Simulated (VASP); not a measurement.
Input of a VASP 6.6.1 run:

File INCAR:

```
PREC     = Accurate       # precision mode
ENCUT    = 600            # plane-wave cutoff, eV
EDIFF    = 1E-6           # SCF threshold, eV
ISMEAR   = -1             # smearing method
SIGMA    = 0.01           # smearing width, eV
LREAL    = F              # projectors in reciprocal space
LASPH    = T              # aspherical terms in the spheres
NELM     = 120            # most SCF steps
ALGO     = Normal         # electronic algorithm
ISIF     = 2              # what is computed and relaxed
LWAVE    = F              # write WAVECAR
LCHARG   = T              # write CHGCAR
GGA      = PE             # functional
LELF     = T              # ELF
LVHAR    = T            
NBANDS   = 55             # bands
GGA_COMPAT= F
```

File KPOINTS:

```
Automatic mesh
0
Gamma
  4 4 4
```

POSCAR

```
Ga2O3
1.0
    2.5289754451      1.4601046709      4.5413080054
   -2.5289754451      1.4601046709      4.5413080054
    0.0000000000     -2.9202092911      4.5413080216
Ga O
4 6
Direct
    0.8556819677      0.8556819677      0.8556819684
    0.6443180316      0.6443180316      0.6443180321
    0.1443180318      0.1443180318      0.1443180320
    0.3556819679      0.3556819679      0.3556819682
    0.7499999998      0.4463101678      0.0536898323
    0.4463101677      0.0536898319      0.7500000001
    0.0536898320      0.7499999997      0.4463101681
    0.2499999998      0.5536898318      0.9463101681
    0.9463101676      0.2499999998      0.5536898323
    0.5536898318      0.9463101676      0.2500000003
```

Potentials or basis: VASP PAW PBE potentials, release 64 (Ga_d, O).

Run with:

```sh
$ cat potpaw_PBE.64/Ga_d/POTCAR potpaw_PBE.64/O/POTCAR > POTCAR
$ mpirun -np 1 vasp_std > vasp.out
```

Problem. What does it give for the band gap on the k mesh?

Solution. 2.43 eV (least direct gap 2.63 eV).

Problem. Estimate the largest force.

Solution. 0.041 eV/Å.

Problem. What does it give for the pressure?

Solution. 0.6 GPa.

Forces on the atoms (eV/Å):
```
Ga   0.000  0.000  0.025
Ga   0.000  0.000 -0.025
Ga   0.000  0.000 -0.025
Ga   0.000  0.000  0.025
O   -0.020  0.035  0.000
O    0.041  0.000  0.000
O   -0.020 -0.035  0.000
O    0.020 -0.035  0.000
O    0.020  0.035  0.000
O   -0.041  0.000  0.000
```

A k mesh can miss the band edges.
